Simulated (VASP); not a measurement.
Crystal: LaC2.

```xyz
3
Lattice="-1.9670 1.9670 3.2860 1.9670 -1.9670 3.2860 1.9670 1.9670 -3.2860" Properties=species:S:1:pos:R:3 pbc="T T T"
La    0.0000    0.0000    0.0000
C     0.0000    0.0000    2.6485
C     0.0000    0.0000    3.9235
```

| Item | Value |
| --- | --- |
| Program | VASP 6.6.1 |
| Task | relaxation of cell and atoms |
| Functional | LDA |
| Potentials or basis | VASP PAW LDA potentials, release 64 (La, C) |
| Cutoff | 600 eV |
| k mesh | 8 × 8 × 8 |
| Occupations | gaussian, width 0.1 eV |
| Spin | no spin polarisation |

At the start: pressure -3.8 GPa; volume 16.95 Å³/atom.

**Question.** Where does the relaxation end?

**Answer.** Over 7 steps the energy falls by 14.9 meV/atom and the volume is 16.12 Å³/atom (-4.9 %); space group I4/mmm (No. 139, to 0.05 Å).

The path:
| step | energy change (eV) | largest force (eV/Å) | pressure (GPa) | volume (Å³) |
| --- | --- | --- | --- | --- |
| 1 | 0.0000 | 0.8521 | -3.81 | 50.86 |
| 2 | 0.0412 | 2.8916 | -2.81 | 47.94 |
| 3 | -0.0276 | 0.7231 | -3.77 | 49.74 |
| 4 | -0.0233 | 0.6689 | 4.55 | 46.94 |
| 5 | -0.0443 | 0.0843 | -0.07 | 48.39 |
| 6 | -0.0443 | 0.0713 | 0.01 | 48.37 |
| 7 | -0.0447 | 0.0271 | 0.03 | 48.37 |

Final structure:
```
La C
1.0
    -1.93113    1.93113    3.24247
     1.93113   -1.93113    3.24247
     1.93113    1.93113   -3.24247
La C
1 2
Direct
  0.00000 0.00000 0.00000
  0.40088 0.40088 0.00000
  0.59912 0.59912 0.00000
```

Caveat: the relaxation stopped at a loose force limit of 0.05 eV/Å, so its end isn't a converged minimum.
